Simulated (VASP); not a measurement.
# ScAl2 (Fd-3m) in VASP: single point with r2SCAN

Aim: the single point of ScAl2 with r2SCAN.

Program: VASP 6.6.1. These are calculated values, not measurements. Logs are shortened: lines on timing, memory, paths and dates and some standing lists are left out, and cuts for length are marked.

## 1. The cell of the first run

Symmetry: Fd-3m, No. 227, cubic system. The conventional cell has a = 7.555 Å, b = 7.555 Å, c = 7.555 Å, α = 90.00°, β = 90.00°, γ = 90.00°. Sc (site symmetry -43m) has 12 Al at 3.13 Å and 4 Sc at 3.27 Å within 4.1 Å. Within 3.5 Å of Al (site symmetry -3m) lie 6 Al at 2.67 Å and 6 Sc at 3.13 Å.

## 2. Single point, r2SCAN

File POSCAR:

```
ScAl2
1.0
    0.0000000000      3.7776526849      3.7776526849
    3.7776526849      0.0000000000      3.7776526849
    3.7776526849      3.7776526849      0.0000000000
Sc Al
2 4
Direct
    0.5000000000      0.5000000000      0.5000000000
    0.7500000000      0.7500000000      0.7500000000
    0.1250000000      0.1250000000      0.1250000000
    0.6250000000      0.1250000000      0.1250000000
    0.1250000000      0.6250000000      0.1250000000
    0.1250000000      0.1250000000      0.6250000000
```

File INCAR.step1:

```
SYSTEM = ScAl2
PREC = Accurate ; ENCUT = 520
ISMEAR = 0 ; SIGMA = 0.15
LREAL = .False. ; LASPH = .True.
NELM = 60 ; NBANDS = 26
GGA = PE ; ALGO = Normal
EDIFF = 1E-4 ; LWAVE = .True.
LCHARG = .False.
```

File INCAR.step2:

```
SYSTEM = ScAl2
PREC = Accurate ; ENCUT = 520
EDIFF = 1E-6 ; ISMEAR = 0
SIGMA = 0.15 ; LREAL = .False.
LASPH = .True. ; NELM = 60
ALGO = Normal ; ISIF = 2
LWAVE = .False. ; LCHARG = .False.
METAGGA = R2SCAN ; LMIXTAU = .True.
NBANDS = 26 ; ISTART = 1
```

File KPOINTS:

```
regular mesh
0
Gamma
  12 12 12
  0 0 0
```

Potentials or basis: VASP PAW PBE potentials, release 64 (Sc_sv, Al).

Command:

```sh
cat potpaw_PBE.64/Sc_sv/POTCAR potpaw_PBE.64/Al/POTCAR > POTCAR
cp INCAR.step1 INCAR
mpirun -np 1 vasp_std > vasp.out
cp INCAR.step2 INCAR
mpirun -np 1 vasp_std > vasp.out
```

OUTCAR:

```text
SYSTEM = ScAl2
   PREC = Accurate
   ENCUT = 520
   EDIFF = 1E-6
   ISMEAR = 0
   LREAL = .False.
   LASPH = .True.
   NELM = 60
   ISIF = 2
   METAGGA = R2SCAN
   ISTART = 1

 ion  position               nearest neighbor table
   1  0.500  0.500  0.500-   5 3.13   4 3.13   3 3.13   3 3.13   3 3.13   6 3.13   6 3.13   4 3.13
                             5 3.13   4 3.13   5 3.13   6 3.13   2 3.27   2 3.27   2 3.27   2 3.27
   2  0.750  0.750  0.750-   3 3.13   4 3.13   5 3.13   4 3.13   4 3.13   5 3.13   3 3.13   5 3.13
                             6 3.13   3 3.13   6 3.13   6 3.13   1 3.27   1 3.27   1 3.27   1 3.27
   3  0.125  0.125  0.125-   4 2.67   5 2.67   6 2.67   6 2.67   5 2.67   4 2.67   1 3.13   2 3.13
                             1 3.13   2 3.13   1 3.13   2 3.13
   4  0.625  0.125  0.125-   3 2.67   6 2.67   5 2.67   3 2.67   5 2.67   6 2.67   2 3.13   1 3.13
                             2 3.13   1 3.13   1 3.13   2 3.13
   5  0.125  0.625  0.125-   3 2.67   6 2.67   3 2.67   4 2.67   6 2.67   4 2.67   1 3.13   2 3.13
                             2 3.13   1 3.13   1 3.13   2 3.13
   6  0.125  0.125  0.625-   3 2.67   3 2.67   4 2.67   5 2.67   5 2.67   4 2.67   1 3.13   2 3.13
                             1 3.13   2 3.13   1 3.13   2 3.13

  LATTYP: Found a face centered cubic cell.
 ALAT       =     7.5553053698

  Lattice vectors:

 A1 = (   0.0000000000,   3.7776526849,   3.7776526849)
 A2 = (   3.7776526849,   0.0000000000,   3.7776526849)
 A3 = (   3.7776526849,   3.7776526849,   0.0000000000)

Analysis of symmetry for initial positions (statically):
=====================================================================
 Subroutine PRICEL returns:
 Original cell was already a primitive cell.

 Routine SETGRP: Setting up the symmetry group for a
 face centered cubic supercell.

 Subroutine GETGRP returns: Found 48 space group operations
 (whereof 24 operations were pure point group operations)
 out of a pool of 48 trial point group operations.

The static configuration has the point symmetry T_d .
 The point group associated with its full space group is O_h .

Analysis of symmetry for dynamics (positions and initial velocities):
=====================================================================
 Subroutine PRICEL returns:
 Original cell was already a primitive cell.

 Routine SETGRP: Setting up the symmetry group for a
 face centered cubic supercell.

 Subroutine GETGRP returns: Found 48 space group operations
 (whereof 24 operations were pure point group operations)
 out of a pool of 48 trial point group operations.

The dynamic configuration has the point symmetry T_d .
 The point group associated with its full space group is O_h .

 Subroutine INISYM returns: Found 48 space group operations
 (whereof 24 operations are pure point group operations),
 and found     1 'primitive' translations

----------------------------------------------------------------------------------------

                                     Primitive cell

  volume of cell :     107.8192

  direct lattice vectors                    reciprocal lattice vectors
     0.000000000  3.777652685  3.777652685    -0.132357324  0.132357324  0.132357324
     3.777652685  0.000000000  3.777652685     0.132357324 -0.132357324  0.132357324
     3.777652685  3.777652685  0.000000000     0.132357324  0.132357324 -0.132357324

  length of vectors
     5.342407661  5.342407661  5.342407661     0.229249610  0.229249610  0.229249610

  position of ions in fractional coordinates (direct lattice)
     0.500000000  0.500000000  0.500000000
     0.750000000  0.750000000  0.750000000
     0.125000000  0.125000000  0.125000000
     0.625000000  0.125000000  0.125000000
     0.125000000  0.625000000  0.125000000
     0.125000000  0.125000000  0.625000000

  ion indices of the primitive-cell ions
   primitive index   ion index
                 1           1
                 2           2
                 3           3
                 4           4
                 5           5
                 6           6

----------------------------------------------------------------------------------------

 KPOINTS: regular mesh

Automatic generation of k-mesh.
 Grid dimensions read from file:
 generate k-points for:   12   12   12

 Generating k-lattice:

  Cartesian coordinates                     Fractional coordinates (reciprocal lattice)
    -0.011029777  0.011029777  0.011029777     0.083333333  0.000000000  0.000000000
     0.011029777 -0.011029777  0.011029777     0.000000000  0.083333333  0.000000000
     0.011029777  0.011029777 -0.011029777     0.000000000  0.000000000  0.083333333

  Length of vectors
     0.019104134  0.019104134  0.019104134

  Shift w.r.t. Gamma in fractional coordinates (k-lattice)
     0.000000000  0.000000000  0.000000000

 Subroutine IBZKPT returns following result:
 ===========================================

 Found     72 irreducible k-points:

 Following reciprocal coordinates:
            Coordinates               Weight
  0.000000  0.000000  0.000000      1.000000
  0.083333  0.000000  0.000000      8.000000
  0.166667  0.000000  0.000000      8.000000
  0.250000  0.000000  0.000000      8.000000
  0.333333  0.000000  0.000000      8.000000
  0.416667  0.000000  0.000000      8.000000
[... 16 lines left out ...]
  0.500000  0.166667  0.000000     24.000000
 -0.416667  0.166667  0.000000     24.000000
 [... further k-points ...]
   k-points           NKPTS =     72   k-points in BZ     NKDIM =     72   number of bands    NBANDS=     26
   number of dos      NEDOS =    301   number of ions     NIONS =      6
   total plane-waves  NPLWV =  64000
   dimension x,y,z NGX =    40 NGY =   40 NGZ =   40
   dimension x,y,z NGXF=    80 NGYF=   80 NGZF=   80
   ions per type =               2   4
   NGX,Y,Z   is equivalent  to a cutoff of  12.45, 12.45, 12.45 a.u.
   NGXF,Y,Z  is equivalent  to a cutoff of  24.89, 24.89, 24.89 a.u.
 SYSTEM =  ScAl2
   PREC   = accura    normal or accurate (medium, high low for compatibility)
   ISTART =      1    job   : 0-new  1-cont  2-samecut
   ICHARG =      0    charge: 1-file 2-atom 10-const
   ISPIN  =      1    spin polarized calculation?
   LNONCOLLINEAR =      F non collinear calculations
   LSORBIT =      F    spin-orbit coupling
   LASPH  =      T    aspherical Exc in radial PAW
   ENCUT  =  520.0 eV  38.22 Ry    6.18 a.u.   9.93  9.93  9.93*2*pi/ulx,y,z
   NELM   =     60;   NELMIN=  2; NELMDL=  0     # of ELM steps
   EDIFF  = 0.1E-05   stopping-criterion for ELM
   LREAL  =      F    real-space projection
   EDIFFG = 0.1E-04   stopping-criterion for IOM
   NSW    =      0    number of steps for IOM
   IBRION =     -1    ionic relax: 0-MD 1-quasi-New 2-CG
   NFREE  =      0    steps in history (QN), initial steepest desc. (CG)
   ISIF   =      2    stress and relaxation
   ISYM   =      2    0-nonsym 1-usesym 2-fastsym
   POTIM  = 0.5000    time-step for ionic-motion
   TEBEG  =    0.0;   TEEND  =   0.0 temperature during run
   PSTRESS=    0.0 pullay stress
   NELECT =      34.0000    total number of electrons
   NUPDOWN=      -1.0000    fix difference up-down
   EMIN   =  10.00;   EMAX   =-10.00  energy-range for DOS
   EFERMI =   0.00;   METHOD = LEGACY
   ISMEAR =     0;   SIGMA  =   0.15  broadening in eV -4-tet -1-fermi 0-gaus
   EFERMI_NEDOS =   21; number of points for ismear=-14 and -15
   IALGO  =     38    algorithm
   IMIX   =      4    mixing-type and parameters
     AMIX     =   0.40;   BMIX     =  1.00
     AMIX_MAG =   1.60;   BMIX_MAG =  1.00
  volume/ion in A,a.u.               =      17.97       121.27
  Fermi-wavevector in a.u.,A,eV,Ry     =   1.114301  2.105723 16.893895  1.241666
  Thomas-Fermi vector in A             =   2.250894
   LORBIT       =      0    0 simple, 1 ext, 2 COOP (PROOUT), +10 PAW based schemes
   METAGGA = R2SCAN    functional components
   LHFCALC =     F    Hartree Fock is set to
   AEXX    =    0.0000 exact exchange contribution
   IVDW    =     0    specifies the selected vdW correction
   LEPSILON=     F    determine dielectric tensor
   LRPA    =     F    only Hartree local field effects (RPA)
 non-spin polarized calculation
 Gauss-broadening in eV      SIGMA  =   0.15
  energy-cutoff  :      520.00
  volume of cell :      107.82
 maximum number of plane-waves:      2936
   NGX = 19   NGY = 19   NGZ = 19

 number of electron      33.9999997 magnetization

 Free energy of the ion-electron system (eV)
  ---------------------------------------------------
  ext. energy  EPLUGINS =         0.00000000
  ---------------------------------------------------
  free energy    TOTEN  =       -52.93077767 eV

  energy without entropy =      -52.89355023  energy(sigma->0) =      -52.91216395

 E-fermi :   6.5608     XC(G=0): -11.0207

 val. band max:        6.5582976963   @ k =   0.5000   0.4167   0.0833
 cond. band min:       6.5815101869   @ k =   0.5000   0.3333   0.0833
 fundamental gap:      0.0232124905
 Fermi energy:         6.5607948668

 k-point     1 :       0.0000    0.0000    0.0000
  band No.  band energies     occupation
      1     -44.9323      2.00000
      2     -44.8915      2.00000
      3     -22.6448      2.00000
      4     -22.6448      2.00000
      5     -22.6447      2.00000
      6     -22.5342      2.00000
[... 18 lines left out ...]
     25      10.1763      0.00000
     26      10.1763      0.00000

 k-point     2 :       0.0833    0.0000    0.0000
  band No.  band energies     occupation
      1     -44.9318      2.00000
      2     -44.8920      2.00000
      3     -22.6457      2.00000
      4     -22.6457      2.00000
      5     -22.6448      2.00000
      6     -22.5345      2.00000
[... 18 lines left out ...]
     25      10.0642      0.00000
[... 608 lines left out ...]
     25      10.0431      0.00000
     26      10.1829      0.00000

 k-point    24 :      -0.4167    0.1667    0.0000
  band No.  band energies     occupation
      1     -44.9204      2.00000
      2     -44.9033      2.00000
      3     -22.6690      2.00000
      4     -22.6607      2.00000
      5     -22.6300      2.00000
      6     -22.5519      2.00000
[... 18 lines left out ...]
     25       9.9787      0.00000
     26      10.2150      0.00000

 [... further k-points ...]

------------------------ aborting loop because EDIFF is reached ----------------------------------------

  FORCE on cell =-STRESS in cart. coord.  units (eV):
  Direction    XX          YY          ZZ          XY          YZ          ZX
  --------------------------------------------------------------------------------------
  -------------------------------------------------------------------------------------
  Total        0.0415953      0.0415953      0.0415953      0.0000000      0.0000000      0.0000000
  in kB        0.6181006      0.6181006      0.6181006      0.0000000      0.0000000      0.0000000
  external PRESSURE =       0.6181006 kB  Pullay stress =       0.0000000 kB

 VOLUME and BASIS-vectors are now :
 -----------------------------------------------------------------------------
  energy-cutoff  :      520.00
  volume of cell :      107.82
      direct lattice vectors                 reciprocal lattice vectors
     0.000000000  3.777652685  3.777652685    -0.132357324  0.132357324  0.132357324
     3.777652685  0.000000000  3.777652685     0.132357324 -0.132357324  0.132357324
     3.777652685  3.777652685  0.000000000     0.132357324  0.132357324 -0.132357324

 POSITION                                       TOTAL-FORCE (eV/Angst)
 -----------------------------------------------------------------------------------
      3.77765      3.77765      3.77765         0.000000      0.000000      0.000000
      5.66648      5.66648      5.66648        -0.000000     -0.000000     -0.000000
      0.94441      0.94441      0.94441        -0.000000     -0.000000      0.000000
      0.94441      2.83324      2.83324        -0.000000     -0.000000      0.000000
      2.83324      0.94441      2.83324        -0.000000     -0.000000      0.000000
      2.83324      2.83324      0.94441        -0.000000     -0.000000      0.000000
 -----------------------------------------------------------------------------------
    total drift:                               -0.000000     -0.000000      0.000000

  FREE ENERGIE OF THE ION-ELECTRON SYSTEM (eV)
  ---------------------------------------------------
  free  energy   TOTEN  =       -52.9307776720 eV

  energy  without entropy=      -52.8935502275  energy(sigma->0) =      -52.91216395
```

It took 11 min on 1 thread of Intel Xeon 8259CL, shared host; peak memory 0.37 GiB.

What came out:

```yaml
Free_energy: -52.9308 eV
Pressure: 0.1 GPa
Band_gap_on_the_k_mesh: zero (bands 17 and 18 overlap by 2.60 eV)
```

Caveat: the PAW data sets were made with another functional, which shifts forces and pressure a little.
